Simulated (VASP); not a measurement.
# Zr: relaxation of cell and atoms with PBEsol

The system is Zr.

```
Zr
1.0
     0.00000    3.07025    3.07025
     3.07025    0.00000    3.07025
     3.07025    3.07025    0.00000
Zr
2
Direct
  0.00000 0.00000 0.00000
  0.25000 0.25000 0.25000
```

This isn't the form of Zr at room conditions, which is hcp.

| Property | Result |
| --- | --- |
| Program | VASP 6.6.1 |
| Task | relaxation of cell and atoms |
| Functional | PBEsol |
| Potentials or basis | VASP PAW PBE potentials, release 64 (Zr_sv) |
| Cutoff | 600 eV |
| k mesh | 16 × 16 × 16 |
| Occupations | gaussian, width 0.1 eV |
| Spin | no spin polarisation |
| Dipole correction | no |
| Further INCAR settings | ALGO = Fast; EDIFF = 1e-06; IBRION = 2; EDIFFG = -0.01; NSW = 100; ISIF = 3 |

```json
{"Relaxed volume": "29.03 Å³/atom", "Relaxed cell": "a = 4.346 Å, b = 4.346 Å, c = 4.346 Å, α = 60.00°, β = 60.00°, γ = 60.00°", "Space group after relaxing (to 0.1 Å)": "Fd-3m (No. 227)", "Energy gained by relaxing": "0.0 meV/atom", "Ionic steps": "2", "Pressure after relaxing": "0.0 GPa", "Band gap on the k mesh": "zero (bands 12 and 13 overlap by 0.26 eV)"}
```

Final structure:
```xyz
2
Lattice="0.0000 3.0733 3.0733 3.0733 0.0000 3.0733 3.0733 3.0733 0.0000" Properties=species:S:1:pos:R:3 pbc="T T T"
Zr    0.0000    0.0000    0.0000
Zr    1.5367    1.5367    1.5367
```

Levels at points of the mesh, in eV from the Fermi level:
```tsv
k point	band 9	band 10	band 11	band 12	band 13	band 14	band 15	band 16
(0.00, 0.00, 0.00)	-4.17	-0.95	-0.95	0.01	0.01	0.01	2.25	2.25
(0.50, 0.00, 0.00)	-1.63	-1.24	-0.83	-0.83	-0.18	-0.18	0.88	3.41
(0.50, 0.50, 0.00)	-1.97	-1.97	-0.11	-0.11	0.52	0.52	1.77	1.77
```

Wall time 2.2 min on 1 thread of Intel(R) Xeon(R) 6975P-C (Granite Rapids) (shared host), peak memory 0.31 GiB.

Caveat: the PAW data sets were made with another functional, which shifts forces and pressure a little.
